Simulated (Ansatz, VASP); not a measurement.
# Y in VASP and in Ansatz

The input INCAR:

```
  ALGO = Normal
  EDIFF = 1E-6
  ENCUT = 520
  GGA = PE
  ISIF = 2
  ISMEAR = 1
  LASPH = T
  LCHARG = T
  LELF = T
  LREAL = F
  LVHAR = T
  LWAVE = F
  NBANDS = 18
  NELM = 100
  PREC = Accurate
  SIGMA = 0.1
```

Contents of KPOINTS:

```
k-points
0
Gamma
  9 9 5
```

Contents of POSCAR:

```
Y
1.0
    3.7878205974      0.0000000000      0.0000000000
   -1.8939102987      3.2803488647      0.0000000000
    0.0000000000      0.0000000000      5.9512213400
Y
2
Direct
    0.3333333333      0.6666666667      0.2500000000
    0.6666666667      0.3333333333      0.7500000000
```

Input for Ansatz:

```yaml
crystal:
  lattice:
    - [3.7878205974183436, 0.0, 0.0]
    - [-1.8939102987091718, 3.280348864664981, 0.0]
    - [0.0, 0.0, 5.951221340013587]
  atoms:
    - { symbol: "Y", position: [0.3333333333333333, 0.6666666666666666, 0.25] }
    - { symbol: "Y", position: [0.6666666666666666, 0.3333333333333333, 0.75] }
basis:
  ecutwfc: 420.0
kpoints:
  mp_grid:
    grid: [9, 9, 5]
scf:
  occupations:
    method: cold
output:
  stress: true
```

Alike in both runs: task single point; functional PBE; k mesh 9 × 9 × 5; no spin polarisation.

|  | VASP | Ansatz |
| --- | --- | --- |
| version | VASP 6.6.1 | Ansatz 0.2.0 |
| potentials or method | VASP PAW PBE potentials, release 64 (Y_sv), cutoff 520 eV | plane waves, PAW |
| occupations | methfessel-paxton of order 1, width 0.1 eV | cold |
| valence electrons in the cell | 22 | 22 |

```tsv
	VASP	Ansatz	Ansatz less VASP
pressure (GPa)	-4.1	-4.0	+0.08
traceless stress, the component that is largest in VASP (GPa)	-0.32	-0.38	-0.062
```
